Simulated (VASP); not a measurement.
# MgPdC4N4 (P-43m) in VASP: further runs

MgPdC4N4 is run at these levels: PBE; tasks: single point.

Everything below comes from runs of VASP 6.6.1. Logs are shortened: lines on timing, memory, paths and dates and some standing lists are left out, and cuts for length are marked.

**1. The cell of the first run**

The structure is cubic, space group P-43m (No. 215). Conventional cell: a = 6.279 Å, b = 6.279 Å, c = 6.279 Å, α = 90.00°, β = 90.00°, γ = 90.00°. Mg (site symmetry -43m) has 4 C at 2.18 Å within 2.9 Å. Within 2.8 Å of Pd (site symmetry -43m) lie 4 N at 2.09 Å. C (site symmetry 3m) has 1 N at 1.17 Å within 1.6 Å. Within 1.6 Å of N (site symmetry 3m) lie 1 C at 1.17 Å.

**2. Single point, PBE, collinear spin**

The input, INCAR:

```
SYSTEM = MgPdC4N4
  PREC = Accurate
  ENCUT = 520
  EDIFF = 1E-7
  ISMEAR = 0
  SIGMA = 0.1
  LREAL = .False.
  LASPH = .True.
  NELM = 150
  ALGO = Normal
  ISIF = 2
  LWAVE = .False.
  LCHARG = .False.
  ISPIN = 2
  MAGMOM = 0 1.22 0 0 0 0 0 0 0 0
  LORBIT = 11
  LMAXMIX = 4
  GGA = PE
  NBANDS = 39
```

The input, KPOINTS:

```
Automatic mesh
0
Gamma
  6 6 6
  0 0 0
```

The input, POSCAR:

```
MgPdC4N4
1.0
    6.2791122603      0.0000000000      0.0000000000
    0.0000000000      6.2791122603      0.0000000000
    0.0000000000      0.0000000000      6.2791122603
Mg Pd C N
1 1 4 4
Direct
    0.0000000000      0.0000000000      0.0000000000
    0.5000000000      0.5000000000      0.5000000000
    0.2005234039      0.2005234039      0.2005234039
    0.2005234039      0.7994765961      0.7994765961
    0.7994765961      0.2005234039      0.7994765961
    0.7994765961      0.7994765961      0.2005234039
    0.3079302413      0.3079302413      0.3079302413
    0.3079302413      0.6920697587      0.6920697587
    0.6920697587      0.3079302413      0.6920697587
    0.6920697587      0.6920697587      0.3079302413
```

Potentials or basis: VASP PAW PBE potentials, release 64 (Mg, Pd, C, N).

Command:

```sh
$ cat potpaw_PBE.64/Mg/POTCAR potpaw_PBE.64/Pd/POTCAR potpaw_PBE.64/C/POTCAR potpaw_PBE.64/N/POTCAR > POTCAR
$ mpirun -np 1 vasp_std > vasp.out
```

OUTCAR:

```text
SYSTEM = MgPdC4N4
   PREC = Accurate
   ENCUT = 520
   EDIFF = 1E-7
   ISMEAR = 0
   LREAL = .False.
   LASPH = .True.
   NELM = 150
   ISIF = 2
   ISPIN = 2
   LORBIT = 11
   GGA = PE

 ion  position               nearest neighbor table
   1  0.000  0.000  0.000-   3 2.18   4 2.18   5 2.18   6 2.18
   2  0.500  0.500  0.500-   7 2.09   8 2.09   9 2.09  10 2.09
   3  0.201  0.201  0.201-   7 1.17   1 2.18
   4  0.201  0.799  0.799-   8 1.17   1 2.18
   5  0.799  0.201  0.799-   9 1.17   1 2.18
   6  0.799  0.799  0.201-  10 1.17   1 2.18
   7  0.308  0.308  0.308-   3 1.17   2 2.09
   8  0.308  0.692  0.692-   4 1.17   2 2.09
   9  0.692  0.308  0.692-   5 1.17   2 2.09
  10  0.692  0.692  0.308-   6 1.17   2 2.09

  LATTYP: Found a simple cubic cell.
 ALAT       =     6.2791122603

  Lattice vectors:

 A1 = (   6.2791122603,   0.0000000000,   0.0000000000)
 A2 = (   0.0000000000,   6.2791122603,   0.0000000000)
 A3 = (   0.0000000000,   0.0000000000,   6.2791122603)

Analysis of symmetry for initial positions (statically):
=====================================================================
 Subroutine PRICEL returns:
 Original cell was already a primitive cell.

 Routine SETGRP: Setting up the symmetry group for a
 simple cubic supercell.

 Subroutine GETGRP returns: Found 24 space group operations
 (whereof 24 operations were pure point group operations)
 out of a pool of 48 trial point group operations.

The static configuration has the point symmetry T_d .

Analysis of symmetry for dynamics (positions and initial velocities):
=====================================================================
 Subroutine PRICEL returns:
 Original cell was already a primitive cell.

 Routine SETGRP: Setting up the symmetry group for a
 simple cubic supercell.

 Subroutine GETGRP returns: Found 24 space group operations
 (whereof 24 operations were pure point group operations)
 out of a pool of 48 trial point group operations.

The dynamic configuration has the point symmetry T_d .

Analysis of structural, dynamic, and magnetic symmetry:
=====================================================================
 Subroutine PRICEL returns:
 Original cell was already a primitive cell.

 Routine SETGRP: Setting up the symmetry group for a
 simple cubic supercell.

 Subroutine GETGRP returns: Found 24 space group operations
 (whereof 24 operations were pure point group operations)
 out of a pool of 48 trial point group operations.

The overall configuration has the point symmetry T_d .

 Subroutine INISYM returns: Found 24 space group operations
 (whereof 24 operations are pure point group operations),
 and found     1 'primitive' translations

----------------------------------------------------------------------------------------

                                     Primitive cell

  volume of cell :     247.5681

  direct lattice vectors                    reciprocal lattice vectors
     6.279112260  0.000000000  0.000000000     0.159258181  0.000000000  0.000000000
     0.000000000  6.279112260  0.000000000     0.000000000  0.159258181  0.000000000
     0.000000000  0.000000000  6.279112260     0.000000000  0.000000000  0.159258181

  length of vectors
     6.279112260  6.279112260  6.279112260     0.159258181  0.159258181  0.159258181

  position of ions in fractional coordinates (direct lattice)
     0.000000000  0.000000000  0.000000000
     0.500000000  0.500000000  0.500000000
     0.200523404  0.200523404  0.200523404
     0.200523404  0.799476596  0.799476596
     0.799476596  0.200523404  0.799476596
     0.799476596  0.799476596  0.200523404
     0.307930241  0.307930241  0.307930241
     0.307930241  0.692069759  0.692069759
     0.692069759  0.307930241  0.692069759
     0.692069759  0.692069759  0.307930241

  ion indices of the primitive-cell ions
   primitive index   ion index
                 1           1
                 2           2
                 3           3
                 4           4
                 5           5
                 6           6
                 7           7
                 8           8
                 9           9
                10          10

----------------------------------------------------------------------------------------

 KPOINTS: Automatic mesh

Automatic generation of k-mesh.
 Grid dimensions read from file:
 generate k-points for:    6    6    6

 Generating k-lattice:

  Cartesian coordinates                     Fractional coordinates (reciprocal lattice)
     0.026543030  0.000000000  0.000000000     0.166666667  0.000000000  0.000000000
     0.000000000  0.026543030  0.000000000     0.000000000  0.166666667  0.000000000
     0.000000000  0.000000000  0.026543030     0.000000000  0.000000000  0.166666667

  Length of vectors
     0.026543030  0.026543030  0.026543030

  Shift w.r.t. Gamma in fractional coordinates (k-lattice)
     0.000000000  0.000000000  0.000000000

 Subroutine IBZKPT returns following result:
 ===========================================

 Found     20 irreducible k-points:

 Following reciprocal coordinates:
            Coordinates               Weight
  0.000000  0.000000  0.000000      1.000000
  0.166667  0.000000  0.000000      6.000000
  0.333333  0.000000  0.000000      6.000000
  0.500000  0.000000  0.000000      3.000000
  0.166667  0.166667  0.000000     12.000000
  0.333333  0.166667  0.000000     24.000000
[... 12 lines left out ...]
  0.500000  0.500000  0.333333      6.000000
  0.500000  0.500000  0.500000      1.000000
   k-points           NKPTS =     20   k-points in BZ     NKDIM =     20   number of bands    NBANDS=     39
   number of dos      NEDOS =    301   number of ions     NIONS =     10
   total plane-waves  NPLWV = 110592
   dimension x,y,z NGX =    48 NGY =   48 NGZ =   48
   dimension x,y,z NGXF=    96 NGYF=   96 NGZF=   96
   ions per type =               1   1   4   4
   NGX,Y,Z   is equivalent  to a cutoff of  12.71, 12.71, 12.71 a.u.
   NGXF,Y,Z  is equivalent  to a cutoff of  25.42, 25.42, 25.42 a.u.
 SYSTEM =  MgPdC4N4
   PREC   = accura    normal or accurate (medium, high low for compatibility)
   ISTART =      0    job   : 0-new  1-cont  2-samecut
   ICHARG =      2    charge: 1-file 2-atom 10-const
   ISPIN  =      2    spin polarized calculation?
   LNONCOLLINEAR =      F non collinear calculations
   LSORBIT =      F    spin-orbit coupling
   LASPH  =      T    aspherical Exc in radial PAW
   ENCUT  =  520.0 eV  38.22 Ry    6.18 a.u.  11.67 11.67 11.67*2*pi/ulx,y,z
   NELM   =    150;   NELMIN=  2; NELMDL= -5     # of ELM steps
   EDIFF  = 0.1E-06   stopping-criterion for ELM
   LREAL  =      F    real-space projection
   EDIFFG = 0.1E-05   stopping-criterion for IOM
   NSW    =      0    number of steps for IOM
   IBRION =     -1    ionic relax: 0-MD 1-quasi-New 2-CG
   NFREE  =      0    steps in history (QN), initial steepest desc. (CG)
   ISIF   =      2    stress and relaxation
   ISYM   =      2    0-nonsym 1-usesym 2-fastsym
   POTIM  = 0.5000    time-step for ionic-motion
   TEBEG  =    0.0;   TEEND  =   0.0 temperature during run
   PSTRESS=    0.0 pullay stress
   NELECT =      48.0000    total number of electrons
   NUPDOWN=      -1.0000    fix difference up-down
   EMIN   =  10.00;   EMAX   =-10.00  energy-range for DOS
   EFERMI =   0.00;   METHOD = LEGACY
   ISMEAR =     0;   SIGMA  =   0.10  broadening in eV -4-tet -1-fermi 0-gaus
   EFERMI_NEDOS =   21; number of points for ismear=-14 and -15
   IALGO  =     38    algorithm
   IMIX   =      4    mixing-type and parameters
     AMIX     =   0.40;   BMIX     =  1.00
     AMIX_MAG =   1.60;   BMIX_MAG =  1.00
  volume/ion in A,a.u.               =      24.76       167.07
  Fermi-wavevector in a.u.,A,eV,Ry     =   0.947524  1.790561 12.215340  0.897802
  Thomas-Fermi vector in A             =   2.075626
   LORBIT       =     11    0 simple, 1 ext, 2 COOP (PROOUT), +10 PAW based schemes
   GGA     = PE    functional components
   LHFCALC =     F    Hartree Fock is set to
   AEXX    =    0.0000 exact exchange contribution
   IVDW    =     0    specifies the selected vdW correction
   LEPSILON=     F    determine dielectric tensor
   LRPA    =     F    only Hartree local field effects (RPA)
 spin polarized calculation
 Gauss-broadening in eV      SIGMA  =   0.10
  energy-cutoff  :      520.00
  volume of cell :      247.57
 maximum number of plane-waves:      6704
 NGX is ok and might be reduce to    48
   NGX = 23   NGY = 23   NGZ = 23

 number of electron      48.0000022 magnetization       1.9999814

 Free energy of the ion-electron system (eV)
  ---------------------------------------------------
  ext. energy  EPLUGINS =         0.00000000
  ---------------------------------------------------
  free energy    TOTEN  =       -71.63418695 eV

  energy without entropy =      -71.56686122  energy(sigma->0) =      -71.60052409

 E-fermi :  -2.2180     XC(G=0):  -6.4262

 val. band max:       -2.2180458147   @ k =   0.1667   0.1667   0.1667
 cond. band min:      -2.2178290320   @ k =   0.1667   0.1667   0.0000
 fundamental gap:      0.0002167828
 Fermi energy:        -2.2180401604

 spin component 1

 k-point     1 :       0.0000    0.0000    0.0000
  band No.  band energies     occupation
      1     -19.2163      1.00000
      2     -19.1499      1.00000
      3     -19.1499      1.00000
      4     -19.1499      1.00000
      5      -9.2717      1.00000
      6      -8.9695      1.00000
[... 28 lines left out ...]
     35       5.7607      0.00000
     36       6.8746      0.00000
[... 709 lines left out ...]
      5      -9.3062      1.00000
      6      -8.9648      1.00000
[... 28 lines left out ...]
     35       5.2639      0.00000
     36       5.2639      0.00000
 Fermi energy:        -2.2180401604

 spin component 2

 k-point     1 :       0.0000    0.0000    0.0000
  band No.  band energies     occupation
      1     -19.0927      1.00000
      2     -19.0257      1.00000
      3     -19.0257      1.00000
      4     -19.0257      1.00000
      5      -9.0527      1.00000
      6      -8.5877      1.00000
[... 28 lines left out ...]
     35       5.9873      0.00000
     36       6.9166      0.00000
[... 709 lines left out ...]
      5      -9.0890      1.00000
      6      -8.5837      1.00000
[... 28 lines left out ...]
     35       5.3702      0.00000
     36       5.3702      0.00000
 [bands above 36 left out]

------------------------ aborting loop because EDIFF is reached ----------------------------------------

  FORCE on cell =-STRESS in cart. coord.  units (eV):
  Direction    XX          YY          ZZ          XY          YZ          ZX
  --------------------------------------------------------------------------------------
  -------------------------------------------------------------------------------------
  Total        0.4447569      0.4447569      0.4447569      0.0000000      0.0000000     -0.0000000
  in kB        2.8783166      2.8783166      2.8783166      0.0000000      0.0000000     -0.0000000
  external PRESSURE =       2.8783166 kB  Pullay stress =       0.0000000 kB

 VOLUME and BASIS-vectors are now :
 -----------------------------------------------------------------------------
  energy-cutoff  :      520.00
  volume of cell :      247.57
      direct lattice vectors                 reciprocal lattice vectors
     6.279112260  0.000000000  0.000000000     0.159258181  0.000000000  0.000000000
     0.000000000  6.279112260  0.000000000     0.000000000  0.159258181  0.000000000
     0.000000000  0.000000000  6.279112260     0.000000000  0.000000000  0.159258181

 POSITION                                       TOTAL-FORCE (eV/Angst)
 -----------------------------------------------------------------------------------
      0.00000      0.00000      0.00000         0.000000     -0.000000     -0.000000
      3.13956      3.13956      3.13956         0.000000     -0.000000     -0.000000
      1.25911      1.25911      1.25911        -0.231915     -0.231915     -0.231915
      1.25911      5.02000      5.02000        -0.231915      0.231915      0.231915
      5.02000      1.25911      5.02000         0.231915     -0.231915      0.231915
      5.02000      5.02000      1.25911         0.231915      0.231915     -0.231915
      1.93353      1.93353      1.93353         0.235367      0.235367      0.235367
      1.93353      4.34558      4.34558         0.235367     -0.235367     -0.235367
      4.34558      1.93353      4.34558        -0.235367      0.235367     -0.235367
      4.34558      4.34558      1.93353        -0.235367     -0.235367      0.235367
 -----------------------------------------------------------------------------------
    total drift:                               -0.000000     -0.000000     -0.000000

  FREE ENERGIE OF THE ION-ELECTRON SYSTEM (eV)
  ---------------------------------------------------
  free  energy   TOTEN  =       -71.6341869527 eV

  energy  without entropy=      -71.5668612202  energy(sigma->0) =      -71.60052409

 total charge

# of ion       s       p       d       tot
------------------------------------------
    1        0.158   0.161   0.041   0.360
    2        0.392   0.554   8.195   9.141
    3        0.974   1.606   0.000   2.579
    4        0.974   1.606   0.000   2.579
    5        0.974   1.606   0.000   2.579
    6        0.974   1.606   0.000   2.579
    7        1.302   2.571   0.000   3.873
    8        1.302   2.571   0.000   3.873
    9        1.302   2.571   0.000   3.873
   10        1.302   2.571   0.000   3.873
--------------------------------------------------
tot          9.653  17.421   8.236  35.310

 magnetization (x)

# of ion       s       p       d       tot
------------------------------------------
    1        0.001   0.002   0.001   0.004
    2        0.003   0.077   1.241   1.320
    3        0.002   0.035   0.000   0.037
    4        0.002   0.035   0.000   0.037
    5        0.002   0.035   0.000   0.037
    6        0.002   0.035   0.000   0.037
    7        0.015   0.065   0.000   0.080
    8        0.015   0.065   0.000   0.080
    9        0.015   0.065   0.000   0.080
   10        0.015   0.065   0.000   0.080
--------------------------------------------------
tot          0.072   0.477   1.242   1.791
```

Run time: 12 min. Hardware: 1 thread of Intel Xeon 8259CL, shared host; peak memory 0.57 GiB.

What came out:

| Quantity | Value |
| --- | --- |
| Free energy | -71.6342 eV |
| Pressure | 0.3 GPa |
| Largest force | 0.408 eV/Å |
| Band gap on the k mesh | zero (filled and empty bands overlap) |
| Net moment | 2.00 μB per cell |
| Site moments | Mg +0.00; Pd +1.32; C +0.04; N +0.08 μB |
| Valence electrons inside the program's atomic spheres | Mg 0.36; Pd 9.14; C 2.58; N 3.87 |

Forces in eV/Å, atoms in the order of the input:
```
Mg   0.000  0.000  0.000
Pd   0.000  0.000  0.000
C   -0.232 -0.232 -0.232
C   -0.232  0.232  0.232
C    0.232 -0.232  0.232
C    0.232  0.232 -0.232
N    0.235  0.235  0.235
N    0.235 -0.235 -0.235
N   -0.235  0.235 -0.235
N   -0.235 -0.235  0.235
```

Levels at points of the mesh, in eV from the Fermi level:
Spin up:
```
           k point  band 23  band 24  band 25  band 26  band 27  band 28
(0.00, 0.00, 0.00)    -0.94    -0.94    -0.94     4.28     4.28     4.28
(0.50, 0.00, 0.00)    -0.96    -0.79    -0.79     4.35     4.35     4.49
(0.50, 0.50, 0.00)    -0.98    -0.79    -0.79     4.48     4.48     4.59
(0.50, 0.50, 0.50)    -0.93    -0.93    -0.93     4.53     4.53     4.53
```
Spin down:
```
           k point  band 19  band 20  band 21  band 22  band 23  band 24  band 25  band 26  band 27  band 28
(0.00, 0.00, 0.00)    -2.65    -2.65    -1.43    -1.43    -0.04    -0.04    -0.04     4.43     4.43     4.43
(0.50, 0.00, 0.00)    -2.68    -2.68    -1.37    -1.33    -0.03     0.09     0.09     4.46     4.46     4.59
(0.50, 0.50, 0.00)    -2.67    -2.67    -1.37    -1.28    -0.04     0.10     0.10     4.56     4.56     4.69
(0.50, 0.50, 0.50)    -2.67    -2.67    -1.33    -1.33    -0.01    -0.01    -0.01     4.65     4.65     4.65
```

(Part 1 of 3 ends here.)

The gap in the log of VASP goes by the Fermi energy; the results here count the filled bands.